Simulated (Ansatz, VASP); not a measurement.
**ScB2P3 in VASP and in Ansatz**

The input INCAR:

```
ALGO     = Normal         # electronic algorithm
EDIFF    = 1E-6           # SCF threshold, eV
EDIFFG   = -0.04          # ionic threshold
ENCUT    = 600            # plane-wave cutoff, eV
GGA      = PE             # functional
IBRION   = 2              # ionic algorithm
ISIF     = 3              # what is computed and relaxed
ISMEAR   = 0              # smearing method
LASPH    = True           # aspherical terms in the spheres
LCHARG   = False          # write CHGCAR
LREAL    = False          # projectors in reciprocal space
LWAVE    = False          # write WAVECAR
NELM     = 100            # most SCF steps
NSW      = 90             # ionic steps
PREC     = Accurate       # precision mode
SIGMA    = 0.1            # smearing width, eV
```

File KPOINTS:

```
k-points
0
Gamma
  6 6 4
```

POSCAR

```
ScB2P3
1.0
    3.4015787600      0.0000000000      0.0000000000
    0.0000000000      3.4015787600      0.0000000000
    0.0000000000      0.0000000000      7.2215050200
Sc B P
1 2 3
Direct
    0.0000000000      0.0000000000      0.6251500200
    0.5000000000      0.5000000000      0.7286009800
    0.0000000000      0.0000000000      0.2702390000
    0.5000000000      0.0000000000      0.9985610200
    0.0000000000      0.5000000000      0.9985610200
    0.5000000000      0.5000000000      0.3788870000
```

Input for Ansatz:

```yaml
crystal:
  lattice:
    - [3.40157876, 0.0, 0.0]
    - [0.0, 3.40157876, 0.0]
    - [0.0, 0.0, 7.22150502]
  atoms:
    - { symbol: Sc, position: [0.0, 0.0, 0.62515002] }
    - { symbol: B, position: [0.5, 0.5, 0.72860098] }
    - { symbol: B, position: [0.0, 0.0, 0.270239] }
    - { symbol: P, position: [0.5, 0.0, 0.99856102] }
    - { symbol: P, position: [0.0, 0.5, 0.99856102] }
    - { symbol: P, position: [0.5, 0.5, 0.378887] }
basis:
  ecutwfc: 420
kpoints:
  mp_grid: { grid: [6, 6, 4] }
hamiltonian:
  xc: pbe
scf:
  occupations: { method: gaussian, width: 0.1 }
  lower_state_search: "off"
output:
  forces: true
  stress: true
  eigenvalues: true
relax:
  adjacent_minimum: "off"
  f_tol: 0.04
  max_steps: 70
  cell: { stress_tol: 0.4 }
```

Change from the starting cell: species swapped into the Zr2As3S type (P4mm, No. 99).

Alike in both runs: task relaxation of cell and atoms; functional PBE; k mesh 6 × 6 × 4; occupations gaussian, width 0.1 eV; no spin polarisation.

|  | VASP | Ansatz |
| --- | --- | --- |
| version | VASP 6.6.1 | Ansatz 0.2.0 |
| potentials or method | VASP PAW PBE potentials, release 64 (Sc_sv, B, P), cutoff 600 eV | scalar-relativistic, plane waves, PAW |
| valence electrons in the cell | 32 | 32 |

|  | VASP | Ansatz | Ansatz less VASP |
| --- | --- | --- | --- |
| gap on the k mesh at the Fermi level, each at its own relaxed structure (eV) | none | none | - |
| relaxed volume (Å³/atom) | 12.73 | 12.69 | -0.036 |
| relaxed length of the cell vector where the two differ most in proportion (Å) | 3.357 | 3.353 | -0.0046 |

A gap of «none» marks a metal or a gap that the smearing closes.
